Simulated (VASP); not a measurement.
A run of VASP 6.6.1 is set up as follows.

Contents of INCAR:

```
PREC = Accurate
ENCUT = 600
EDIFF = 1E-6
ISMEAR = 0
SIGMA = 0.1
LREAL = False
LASPH = True
NELM = 100
ALGO = Normal
ISIF = 3
LWAVE = False
LCHARG = False
GGA = PE
IBRION = 2
NSW = 90
EDIFFG = -0.04
```

Contents of KPOINTS:

```
Automatic mesh
0
Gamma
  6 6 6
```

The input POSCAR:

```
ZrSc3F2
1.0
    5.5488926900      0.0000000000      0.0000000000
   -2.7744463400      4.8054820300      0.0000000000
    0.0000000000      0.0000000000      3.3788199600
Zr Sc F
1 3 2
Direct
    0.0000000000      0.0000000000      0.0000000000
    0.5000000000      0.0000000000      0.5000000000
    0.5000000000      0.5000000000      0.5000000000
    0.0000000000      0.5000000000      0.5000000000
    0.3333333300      0.6666666700      0.0000000000
    0.6666666700      0.3333333300      0.0000000000
```

Potentials or basis: VASP PAW PBE potentials, release 64 (Zr_sv, Sc_sv, F).

Run with:

```sh
$ cat potpaw_PBE.64/Zr_sv/POTCAR potpaw_PBE.64/Sc_sv/POTCAR potpaw_PBE.64/F/POTCAR > POTCAR
$ mpirun -np 1 vasp_std > vasp.out
```

(1) Estimate the band gap on the k mesh.

(2) What does it give for the space group after relaxing (to 0.1 Å)?

## Answers

(1) zero (an odd number of electrons rules out a gap without spin polarisation).

(2) P6/mmm (No. 191).

Caveat: an odd number of electrons without spin polarisation forces a metal; a magnetic or distorted state may lie lower.
